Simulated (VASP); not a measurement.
A run of VASP 6.6.1 is set up as follows.

The input INCAR:

```
SYSTEM = ZrAl3B3N
PREC = Accurate ; ENCUT = 520
EDIFF = 1E-6 ; ISMEAR = 0
SIGMA = 0.1 ; LREAL = .FALSE.
LASPH = .TRUE. ; NELM = 100
ALGO = Normal ; ISIF = 2
LWAVE = .FALSE. ; LCHARG = .FALSE.
GGA = PE ; NBANDS = 28
```

File KPOINTS:

```
Automatic mesh
0
G
  6 6 6
  0 0 0
```

POSCAR

```
ZrAl3B3N
1.0
    3.4270571216      1.9786123517      2.5286380937
   -3.4270571216      1.9786123517      2.5286380937
    0.0000000000     -3.9572247034      2.5286380937
Zr Al B N
1 3 3 1
Direct
    0.9154992087      0.9154992087      0.9154992087
    0.4769257053      0.4769257053      0.0730549269
    0.0730549269      0.4769257053      0.4769257053
    0.4769257053      0.0730549269      0.4769257053
    0.7029412302      0.7029412302      0.4406949177
    0.4406949177      0.7029412302      0.7029412302
    0.7029412302      0.4406949177      0.7029412302
    0.2110170756      0.2110170756      0.2110170756
```

Potentials or basis: VASP PAW PBE potentials, release 64 (Zr_sv, Al, B, N).

Launch:

```sh
$ cat potpaw_PBE.64/Zr_sv/POTCAR potpaw_PBE.64/Al/POTCAR potpaw_PBE.64/B/POTCAR potpaw_PBE.64/N/POTCAR > POTCAR
$ mpirun -np 1 vasp_std > vasp.out
```

Q: Estimate the largest force.

A: 0.019 eV/Å.

Q: Predict the band gap on the k mesh.

A: Zero (an odd number of electrons rules out a gap without spin polarisation).

Q: Estimate the pressure.

A: -0.1 GPa.

Forces on the atoms (eV/Å):
```
Zr   0.000  0.000  0.010
Al   0.000 -0.004  0.000
Al   0.004  0.002  0.000
Al  -0.004  0.002  0.000
B    0.000  0.008 -0.009
B   -0.007 -0.004 -0.009
B    0.007 -0.004 -0.009
N    0.000  0.000  0.019
```

Caveat: an odd number of electrons without spin polarisation forces a metal; a magnetic or distorted state may lie lower.
